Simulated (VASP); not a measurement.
Y: single point with PBEsol

The system is Y.

```
Y
1.0
     3.56819    0.00000    0.00000
    -1.78409    3.09014    0.00000
     0.00000    0.00000   11.60235
Y
4
Direct
  0.66667 0.33333 0.75000
  0.00000 0.00000 0.50000
  0.33333 0.66667 0.25000
  0.00000 0.00000 0.00000
```

```
Program             : VASP 6.6.1
Task                : single point
Functional          : PBEsol
Potentials or basis : VASP PAW PBE potentials, release 64 (Y_sv)
Cutoff              : 520 eV
k mesh              : 8 × 8 × 3
Occupations         : fermi-dirac, width 0.05 eV
Spin                : no spin polarisation
```

```json
{
 "Pressure": "-1.5 GPa",
 "Band gap on the k mesh": "zero (bands 22 and 23 overlap by 1.06 eV)"
}
```

Stress tensor (GPa, compression positive):
```
-1.37  0.00  0.00
 0.00 -1.37  0.00
 0.00  0.00 -1.88
```

Levels at points of the mesh, in eV from the Fermi level:
```
           k point  band 19  band 20  band 21  band 22  band 23  band 24  band 25  band 26
(0.00, 0.00, 0.00)    -3.37    -2.00     0.73     0.75     0.80     1.65     1.65     1.71
(0.50, 0.00, 0.00)    -1.35    -1.23    -0.54    -0.49    -0.31     0.44     0.75     1.43
```

Wall time 86 s on 1 thread of AMD EPYC 9R45 96-Core Processor (Zen 5) (shared host), peak memory 0.25 GiB.

Caveat: the PAW data sets were made with another functional, which shifts forces and pressure a little.
